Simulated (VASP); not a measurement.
KI, 2 atoms in the cell. It takes space group I4/mmm (No. 139, tetragonal). Conventional cell: a = 4.567 Å, b = 4.567 Å, c = 8.396 Å, α = 90.00°, β = 90.00°, γ = 90.00°. K (site symmetry 4/mmm) has 6 I at 3.23 to 4.20 Å within 4.2 Å. Within 4.2 Å of I (site symmetry 4/mmm) lie 6 K at 3.23 to 4.20 Å.  This cell differs from its parent crystal: ratio of the length along z to the lengths across it x 1.3, volume and fractional coordinates fixed.

| Property | Result |
| --- | --- |
| Program | VASP 6.6.1 |
| Task | single point |
| Functional | PBE |
| Potentials or basis | VASP PAW PBE potentials, release 64 (K_sv, I) |
| Cutoff | 520 eV |
| k mesh | 6 × 6 × 6 |
| Occupations | gaussian, width 0.05 eV |
| Spin | no spin polarisation |
| Dipole correction | no |
| Further INCAR settings | ALGO = Normal; EDIFF = 1e-06; NBANDS = 15 |

Potentials or basis: VASP PAW PBE potentials, release 64 (K_sv, I).

Run with:

```bash
$ cat potpaw_PBE.64/K_sv/POTCAR potpaw_PBE.64/I/POTCAR > POTCAR
$ mpirun -np 1 vasp_std > vasp.out
```

Hardware: 1 thread of Intel(R) Xeon(R) Platinum 8375C CPU @ 2.90GHz (Ice Lake), with other jobs on the host.

**Question.** Estimate the wall time of this run.

**Answer.** It took 35 s on 1 thread of Intel(R) Xeon(R) Platinum 8375C CPU @ 2.90GHz (Ice Lake), with other jobs on the host, peak memory 0.24 GiB. Counts: scf iterations 12, k points 30.
